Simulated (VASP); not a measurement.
A run of VASP 6.6.1 is set up as follows.

The input INCAR:

```
SYSTEM = TiO2
  ALGO = Normal
  EDIFF = 1E-7
  ENCUT = 520
  ISIF = 2
  ISMEAR = 1
  LASPH = .True.
  LCHARG = .False.
  LREAL = .False.
  LWAVE = .False.
  NBANDS = 19
  NELM = 100
  PREC = Accurate
  SIGMA = 0.02
```

File KPOINTS:

```
k-points
0
Gamma
  8 8 7
  0 0 0
```

File POSCAR:

```
TiO2
1.0
    3.3266124783      0.0000000000      0.0000000000
   -1.6633062391      2.8809309147      0.0000000000
    0.0000000000      0.0000000000      2.4203177061
Ti O
1 2
Direct
    0.0000000000      0.0000000000      0.0000000000
    0.3333333333      0.6666666667      0.5000000000
    0.6666666667      0.3333333333      0.5000000000
```

Potentials or basis: VASP PAW LDA potentials, release 64 (Ti_sv, O).

Command:

```bash
$ cat potpaw_LDA.64/Ti_sv/POTCAR potpaw_LDA.64/O/POTCAR > POTCAR
$ mpirun -np 1 vasp_std > vasp.out
```

(1) Predict the band gap on the k mesh.

(2) Estimate the pressure.

## Answers

(1) zero (band 12 reaches 11.81 eV, above the bottom of band 13 at 9.38 eV).

(2) 21.3 GPa.

Caveat: the k points lie up to 0.37 Å⁻¹ apart; semilocal functionals often make such compounds metallic where correlation or magnetic order opens a gap, which also shifts bond lengths.
